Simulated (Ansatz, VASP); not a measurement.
# CsBr: VASP beside Ansatz

Contents of INCAR:

```
  PREC = Accurate
  ENCUT = 500
  EDIFF = 1E-6
  ISMEAR = -1
  SIGMA = 0.03
  LREAL = False
  LASPH = True
  NELM = 120
  ALGO = Normal
  ISIF = 2
  LWAVE = False
  LCHARG = False
  GGA = PE
  NBANDS = 15
  GGA_COMPAT = False
```

File KPOINTS:

```
regular mesh
0
Gamma
  7 7 7
```

Contents of POSCAR:

```
CsBr
1.0
    3.6483710781      0.0000000000      0.0000000000
    0.0000000000      3.6483710781      0.0000000000
    0.0000000000      0.0000000000      3.6483710781
Cs Br
1 1
Direct
    0.0000000000      0.0000000000      0.0000000000
    0.5000000000      0.5000000000      0.5000000000
```

Input for Ansatz:

```yaml
crystal:
  lattice:
    - [3.6483710781, 0.0, 0.0]
    - [0.0, 3.6483710781, 0.0]
    - [0.0, 0.0, 3.6483710781]
  atoms:
    - { symbol: Cs, position: [0.0, 0.0, 0.0] }
    - { symbol: Br, position: [0.5, 0.5, 0.5] }
kpoints:
  mp_grid: { grid: [7, 7, 7] }
  band_path:
    path:
      - [0.0, 0.0, 0.0]
      - [0.0, 0.5, 0.0]
      - [0.5, 0.5, 0.0]
      - [0.0, 0.0, 0.0]
      - [0.5, 0.5, 0.5]
      - [0.0, 0.5, 0.0]
      - [0.5, 0.5, 0.5]
      - [0.5, 0.5, 0.0]
    npoints: 6
scf:
  occupations: { method: fermi_dirac, width: 0.03 }
hamiltonian:
  xc: pbe
  pseudopotentials: { kind: all_electron, lapw: { basis_error: 0.001 } }
output:
  forces: true
  stress: true
  eigenvalues: true
  populations: true
```

Change from the starting cell: volume scaled by 0.6, LAPW.

Alike in both runs: task single point; functional PBE; k mesh 7 × 7 × 7; occupations fermi-dirac, width 0.03 eV; no spin polarisation.

|  | VASP | Ansatz |
| --- | --- | --- |
| version | VASP 6.6.1 | Ansatz 0.2.0 |
| potentials or method | VASP PAW PBE potentials, release 64 (Cs_sv, Br), cutoff 500 eV | all-electron LAPW, scalar-relativistic |

VASP gave:

| Item | Value |
| --- | --- |
| gap on the k mesh at the Fermi level (eV) | 3.33 |
| pressure (GPa) | 28.1 |

Question: Which values does Ansatz return?

Answer: gap on the k mesh at the Fermi level (eV): 3.37; pressure (GPa): 27.5.

Ansatz ran all-electron here, and VASP with PAW potentials.

Spin-orbit coupling is off throughout.
